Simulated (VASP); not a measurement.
Here is a VASP 6.6.1 calculation.

File INCAR:

```
  PREC = Accurate
  ENCUT = 520
  EDIFF = 1E-7
  ISMEAR = 0
  SIGMA = 0.01
  LREAL = False
  LASPH = True
  NELM = 60
  ALGO = Normal
  ISIF = 2
  LWAVE = False
  LCHARG = False
  GGA = PE
  NBANDS = 28
```

File KPOINTS:

```
Automatic mesh
0
Gamma
  6 6 6
```

File POSCAR:

```
Ge2TeS
1.0
    2.0486042159      1.1827621955      6.6523713573
   -2.0486042159      1.1827621955      6.6523713573
    0.0000000000     -2.3655243910      6.6523713573
S Te Ge
1 1 2
Direct
    1.0000000000      0.0000000000      0.0000000000
    0.5000000000      0.5000000000      0.5000000000
    0.2589064964      0.2589064964      0.2589064964
    0.7410935036      0.7410935036      0.7410935036
```

Potentials or basis: VASP PAW PBE potentials, release 64 (S, Te, Ge_d).

Command:

```sh
$ cat potpaw_PBE.64/S/POTCAR potpaw_PBE.64/Te/POTCAR potpaw_PBE.64/Ge_d/POTCAR > POTCAR
$ mpirun -np 1 vasp_std > vasp.out
```

(1) Predict the band gap on the k mesh.

(2) Predict the largest force.

(3) Predict the pressure.

Answers

(1) 0.34 eV.

(2) 0.009 eV/Å.

(3) -1.5 GPa.

Caveat: spin-orbit coupling is left out, which moves the levels of the heavy elements.
